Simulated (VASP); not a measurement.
**TePb: single point with PBE**

Crystal: TePb.

```
Te Pb
1.0
     0.00000    2.95424    2.95424
     2.95424    0.00000    2.95424
     2.95424    2.95424    0.00000
Te Pb
1 1
Cartesian
  2.9542 2.9542 2.9542
  0.0000 0.0000 0.0000
```

```json
{
 "Program": "VASP 6.6.1",
 "Task": "single point",
 "Functional": "PBE",
 "Potentials or basis": "VASP PAW PBE potentials, release 64 (Te, Pb_d)",
 "Cutoff": "500 eV",
 "k mesh": "10 × 10 × 10",
 "Occupations": "gaussian, width 0.01 eV",
 "Spin": "no spin polarisation",
 "Dipole correction": "no",
 "Further INCAR settings": "ALGO = Normal; EDIFF = 1e-06; NBANDS = 17"
}
```

The pressure is 25.0 GPa and the band gap on the k mesh is 0.08 eV.

Levels at points of the mesh, in eV from the valence-band top:
```tsv
k point	band 8	band 9	band 10	band 11	band 12	band 13
(0.00, 0.00, 0.00)	-2.62	-2.62	-2.62	4.16	4.16	4.16
(0.50, 0.00, 0.00)	-1.89	-1.89	0.00	0.08	0.32	0.32
(0.50, 0.50, 0.00)	-7.05	-4.70	-4.70	1.85	6.38	6.38
```

Wall time 32 s on 1 thread of AMD EPYC 7R43 64-Core Processor (Zen 3), with other jobs on the host, peak memory 0.16 GiB.

Caveat: the cell stands under pressure; spin-orbit coupling is left out, which moves the levels of the heavy elements. A k mesh can miss the band edges.
